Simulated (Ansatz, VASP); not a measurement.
SnTe: VASP beside Ansatz

Contents of INCAR:

```
SYSTEM = SnTe
PREC = Accurate
ENCUT = 520
EDIFF = 1E-7
ISMEAR = -1
SIGMA = 0.05
LREAL = .FALSE.
LASPH = .TRUE.
NELM = 80
ALGO = Normal
ISIF = 2
LWAVE = .FALSE.
LCHARG = .FALSE.
GGA = PS
NBANDS = 17
```

File KPOINTS:

```
regular mesh
0
G
  7 7 7
  0 0 0
```

Contents of POSCAR:

```
SnTe
1.0
    0.0000000000      3.4667001600      3.6111460000
    3.4667001600      0.0000000000      3.6111460000
    3.4667001600      3.4667001600      0.0000000000
Te Sn
1 1
Direct
    0.2500000000      0.2500000000      0.2500000000
    0.0000000000      0.0000000000      0.0000000000
```

Contents of input.yaml:

```yaml
crystal:
  lattice:
    - [0.0, 3.46670016, 3.611146]
    - [3.46670016, 0.0, 3.611146]
    - [3.46670016, 3.46670016, 0.0]
  atoms:
    - { symbol: Te, position: [0.25, 0.25, 0.25] }
    - { symbol: Sn, position: [0.0, 0.0, 0.0] }
kpoints:
  mp_grid: { grid: [7, 7, 7] }
  band_path:
    path:
      - [0.0, 0.0, 0.0]
      - [0.0, 0.5, 0.5]
      - [-0.2304, 0.5, 0.2696]
      - [-0.3652, 0.3652, 0.0]
      - [0.0, 0.0, 0.0]
      - [0.5, 0.5, 0.0]
      - [0.3652, 0.6348, 0.0]
      - [0.0, 0.5, 0.0]
    npoints: 8
scf:
  occupations: { method: fermi_dirac, width: 0.05 }
hamiltonian:
  xc: pbesol
  pseudopotentials: { kind: all_electron, lapw: { basis_error: 0.001 } }
output:
  forces: true
  stress: true
  eigenvalues: true
```

Change from the starting cell: strain_xy = -0.04.

Alike in both runs: functional PBEsol; k mesh 7 × 7 × 7; occupations fermi-dirac, width 0.05 eV; no spin polarisation.

|  | VASP | Ansatz |
| --- | --- | --- |
| version | VASP 6.6.1 | Ansatz 0.2.0 |
| potentials or method | VASP PAW PBE potentials, release 64 (Te, Sn_d), cutoff 520 eV | all-electron LAPW, scalar-relativistic |
| task | single point | band structure |

```tsv
	VASP	Ansatz	Ansatz less VASP
gap on the k mesh at the Fermi level (eV)	none	none	-
pressure (GPa)	0.6	0.6	0.00
traceless stress, the component that is largest in VASP (GPa)	0.14	0.14	-0.003
```

VASP's potentials were made for PBE, not for PBEsol. A gap of «none» marks a metal or a gap that the smearing closes. Ansatz ran all-electron here, and VASP with PAW potentials.

Neither program's run includes spin-orbit coupling.
